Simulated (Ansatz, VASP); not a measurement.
**One calculation of TiAl3, two programs**

```
Ti Al
1.0
    -1.87288    1.87288    4.28067
     1.87288   -1.87288    4.28067
     1.87288    1.87288   -4.28067
Ti Al
1 3
Direct
  0.00000 0.00000 0.00000
  0.25000 0.75000 0.50000
  0.75000 0.25000 0.50000
  0.50000 0.50000 0.00000
```

Alike in both runs: functional PBE; k mesh 8 × 8 × 8; occupations fermi-dirac, width 0.05 eV; no spin polarisation.

```csv
,VASP,Ansatz
version,VASP 6.6.1,Ansatz 0.2.0
potentials or method,"VASP PAW PBE potentials, release 64 (Ti_sv, Al)",Ansatz PAW
plane-wave cutoff (eV),520,420
valence electrons in the cell,21,21
task,single point,band structure
```

```tsv
	VASP	Ansatz	Ansatz less VASP
gap on the k mesh at the Fermi level (eV)	none	none	-
pressure (GPa)	7.2	7.2	+0.03
traceless stress, the component that is largest in VASP (GPa)	-3.13	-3.13	0.000
```

A gap of «none» marks a metal or a gap that the smearing closes. The functional is the same, so the differences come from potentials, cutoffs and numerics.
